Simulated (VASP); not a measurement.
Write the native input for VASP 6.6.1 that does the following.

```
Task                   : single point
Functional             : BLYP
Dispersion             : D4
Potentials or basis    : VASP PAW PBE potentials, release 64 (Sn_d, O)
Cutoff                 : 520 eV
k mesh                 : 9 × 9 × 9
Occupations            : fermi-dirac, width 0.05 eV
Spin                   : no spin polarisation
Dipole correction      : no
Further INCAR settings : ALGO = Normal; EDIFF = 1e-07; NBANDS = 20
```

The structure of SnO2 lies in POSCAR:

```
SnO2
1.0
    0.0000000000      2.5673008149      2.5673008149
    2.5673008149      0.0000000000      2.5673008149
    2.5673008149      2.5673008149      0.0000000000
Sn O
1 2
Direct
    0.0000000000      0.0000000000      0.0000000000
    0.7500000000      0.7500000000      0.7500000000
    0.2500000000      0.2500000000      0.2500000000
```

One way to write it, as run:

INCAR

```
PREC = Accurate
ENCUT = 520
EDIFF = 1E-7
ISMEAR = -1
SIGMA = 0.05
LREAL = F
LASPH = T
NELM = 60
ALGO = Normal
ISIF = 2
LWAVE = F
LCHARG = F
GGA = B5
ALDAX = 1.0
AGGAX = 1.0
AGGAC = 1.0
ALDAC = 0.0
IVDW = 13
NBANDS = 20
VDW_S6 = 1.0
VDW_S8 = 2.34076671
VDW_A1 = 0.44488865
VDW_A2 = 4.0933009
```

KPOINTS

```
regular mesh
0
Gamma
  9 9 9
```

Potentials or basis: VASP PAW PBE potentials, release 64 (Sn_d, O).

Launch:

```console
$ cat potpaw_PBE.64/Sn_d/POTCAR potpaw_PBE.64/O/POTCAR > POTCAR
$ mpirun -np 1 vasp_std > vasp.out
```

Results of the run:

* Pressure: 0.7 GPa
* Dispersion energy per atom: -0.527 eV

Caveat: the PAW data sets were made with another functional, which shifts forces and pressure a little.

It took 67 s on 1 thread of Intel Xeon 8259CL (shared host), peak memory 0.17 GiB.
